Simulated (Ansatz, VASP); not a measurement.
# Pd in VASP and in Ansatz

POSCAR

```
Pd
1.0
    0.0000000000      1.9567730079      1.9567730079
    1.9567730079      0.0000000000      1.9567730079
    1.9567730079      1.9567730079      0.0000000000
Pd
1
Direct
    0.0000000000      0.0000000000      0.0000000000
```

File INCAR.step1:

```
ALGO = Normal
EDIFF = 1E-4
ENCUT = 520
GGA = PE
ISMEAR = -1
ISPIN = 2
LASPH = T
LCHARG = F
LMAXMIX = 4
LREAL = F
LWAVE = T
MAGMOM = 0.436
NBANDS = 15
NELM = 150
PREC = Accurate
SIGMA = 0.05
```

The input INCAR.step2:

```
ALGO = Normal
EDIFF = 1E-7
ENCUT = 520
ISIF = 2
ISMEAR = -1
ISPIN = 2
ISTART = 1
LASPH = T
LCHARG = F
LMAXMIX = 4
LMIXTAU = T
LORBIT = 11
LREAL = F
LWAVE = F
MAGMOM = 0.436
METAGGA = R2SCAN
NBANDS = 15
NELM = 150
PREC = Accurate
SIGMA = 0.05
```

KPOINTS

```
k-points
0
Gamma
  14 14 14
```

Input for Ansatz:

```yaml
crystal:
  lattice:
    - [0.0, 1.9567730079, 1.9567730079]
    - [1.9567730079, 0.0, 1.9567730079]
    - [1.9567730079, 1.9567730079, 0.0]
  atoms:
    - { symbol: Pd, position: [0.0, 0.0, 0.0], spin: 0.436 }
hamiltonian:
  xc: r2scan
  pseudopotentials:
    kind: paw
    azcp:
      Pd: "pseudopotentials/Pd.paw.azcp"
basis:
  ecutwfc: 600
  fft_grid_basis: typed
kpoints:
  mp_grid: { grid: [14, 14, 14], shift: [0, 0, 0] }
magnetization:
  spin_polarized: true
scf:
  occupations: { method: fermi_dirac, width: 0.05 }
  lower_state_search: "off"
output:
  stress: true
  write_density: true
  write_potential: true
  elf: true
  volumetric_format: npy
```

Alike in both runs: task single point; functional r2SCAN; k mesh 14 × 14 × 14; occupations fermi-dirac, width 0.05 eV; collinear spin.

|  | VASP | Ansatz |
| --- | --- | --- |
| version | VASP 6.6.1 | Ansatz 0.2.0 |
| potentials or method | VASP PAW PBE potentials, release 64 (Pd), cutoff 520 eV | plane waves (600 eV) with PAW, scalar-relativistic |
| valence electrons in the cell | 10 | 18 |

|  | VASP | Ansatz | Ansatz less VASP |
| --- | --- | --- | --- |
| pressure (GPa) | 0.7 | 0.0 | -0.64 |
| net moment per atom (μB) | 0.48 | 0.47 | -0.003 |
| size of the moment on the site where the two differ most (μB) | 0.48 | 0.49 | +0.009 |

VASP's potentials were made for PBE, not for r2SCAN. Site moments also hang on the region over which each program counts them. VASP's potentials hold 10 valence electrons a cell and Ansatz's 18, so a difference there can come from the potentials and not from the codes. Ansatz's warnings: stability check not made.
